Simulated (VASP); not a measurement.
BaTiO3, 5 atoms in the cell. The structure is tetragonal, space group P4mm (No. 99). The conventional cell has a = 4.080 Å, b = 4.080 Å, c = 4.018 Å, α = 90.00°, β = 90.00°, γ = 90.00°. Ba (site symmetry 4mm) has 12 O at 2.82 to 2.91 Å and 8 Ti at 3.47 to 3.56 Å within 3.7 Å. Within 2.5 Å of Ti (site symmetry 4mm) lie 6 O at 1.87 to 2.15 Å. Within 2.5 Å of O (site symmetry 4mm) lie 2 Ti at 1.87 to 2.15 Å. Within 2.7 Å of O (site symmetry 2mm) lie 2 Ti at 2.04 Å.  This cell differs from its parent crystal: equal xx and yy strain of +2 %.

* Program: VASP 6.6.1
* Task: electric field gradients
* Functional: PBEsol
* Potentials or basis: VASP PAW PBE potentials, release 64 (Ba_sv, Ti_sv, O)
* Cutoff: 520 eV
* k mesh: 7 × 7 × 7
* Occupations: fermi-dirac, width 0.08 eV
* Spin: no spin polarisation
* Dipole correction: no
* Further INCAR settings: ALGO = Normal; EDIFF = 1e-08; NBANDS = 28

Potentials or basis: VASP PAW PBE potentials, release 64 (Ba_sv, Ti_sv, O).

The run is started by

```sh
$ cat potpaw_PBE.64/Ba_sv/POTCAR potpaw_PBE.64/Ti_sv/POTCAR potpaw_PBE.64/O/POTCAR > POTCAR
$ mpirun -np 1 vasp_std > vasp.out
```

Hardware: 1 thread of Intel Xeon 8259CL, on a shared host.

Q: Estimate the wall time of this run.

A: It took 110 s on 1 thread of Intel Xeon 8259CL, with other jobs on the host, peak memory 0.22 GiB. Counts: scf iterations 18, k points 40.
